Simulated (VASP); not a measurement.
Wanted: the native input for a VASP 6.6.1 run.

```
Task                   : single point
Functional             : PBE
Potentials or basis    : VASP PAW PBE potentials, release 64 (Mg, S)
Cutoff                 : 520 eV
k mesh                 : 4 × 4 × 4
Occupations            : gaussian, width 0.01 eV
Spin                   : no spin polarisation
Dipole correction      : no
Further INCAR settings : ALGO = Normal; EDIFF = 1e-07; NBANDS = 11
```

The structure of MgS lies in POSCAR:

```
MgS
1.0
    0.0000000000      2.9158031465      2.9158031465
    2.9158031465      0.0000000000      2.9158031465
    2.9158031465      2.9158031465      0.0000000000
Mg S
1 1
Direct
    0.0000000000      0.0000000000      0.0000000000
    0.2500000000      0.2500000000      0.2500000000
```

This cell differs from its parent crystal: strain +3.0%.

The input as run:

INCAR

```
PREC     = Accurate       # precision mode
ENCUT    = 520            # plane-wave cutoff, eV
EDIFF    = 1E-7           # SCF threshold, eV
ISMEAR   = 0              # smearing method
SIGMA    = 0.01           # smearing width, eV
LREAL    = F              # projectors in reciprocal space
LASPH    = T              # aspherical terms in the spheres
NELM     = 80             # most SCF steps
ALGO     = Normal         # electronic algorithm
ISIF     = 2              # what is computed and relaxed
LWAVE    = F              # write WAVECAR
LCHARG   = T              # write CHGCAR
GGA      = PE             # functional
LELF     = T              # ELF
LVHAR    = T            
NBANDS   = 11             # bands
```

KPOINTS

```
regular mesh
0
Gamma
  4 4 4
```

Potentials or basis: VASP PAW PBE potentials, release 64 (Mg, S).

Command:

```sh
$ cat potpaw_PBE.64/Mg/POTCAR potpaw_PBE.64/S/POTCAR > POTCAR
$ mpirun -np 1 vasp_std > vasp.out
```

Results of the run:

```
Pressure               : -3.4 GPa
Band gap on the k mesh : 3.03 eV, direct
```

Caveat: the k points lie up to 0.47 Å⁻¹ apart; the cell differs from its parent crystal (strain +3.0%).

Run time: 5.7 s on 1 thread of Intel(R) Xeon(R) Platinum 8488C (Sapphire Rapids), on a shared host, peak memory 0.17 GiB.
